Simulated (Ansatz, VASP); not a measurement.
# Two plane-wave programs on NbAs

```
CELL_PARAMETERS angstrom
3.20243 0.00000 0.00000
-1.60122 2.77339 0.00000
0.00000 0.00000 4.73661
ATOMIC_POSITIONS crystal
Nb 0.00000 0.00000 0.00000
As 0.33333 0.66667 0.50000
```

Change from the starting cell: species swapped into the LiPd type (P-6m2, No. 187).

Alike in both runs: task relaxation of cell and atoms; functional PBE; k mesh 7 × 7 × 4; occupations gaussian, width 0.2 eV; no spin polarisation.

```csv
,VASP,Ansatz
version,VASP 6.6.1,Ansatz 0.2.0
potentials or method,"VASP PAW PBE potentials, release 64 (Nb_sv, As), cutoff 500 eV","scalar-relativistic, plane waves, PAW"
valence electrons in the cell,18,28
```

VASP gave:

```
gap on the k mesh at the Fermi level, each at its own relaxed structure (eV) : none
relaxed volume (Å³/atom)                                                     : 17.75
relaxed cell length with the largest relative difference (Å)                 : 3.432
```

Problem. What did Ansatz give for the same quantities?

Solution. gap on the k mesh at the Fermi level, each at its own relaxed structure (eV): none; relaxed volume (Å³/atom): 17.78; relaxed cell length with the largest relative difference (Å): 3.434.

A gap of «none» marks a metal or a gap that the smearing closes. VASP's potentials hold 18 valence electrons a cell and Ansatz's 28, so a difference there can come from the potentials and not from the codes.

Noted on VASP's run: the volume moved by over 15 % at a fixed basis, so the end points are rough.
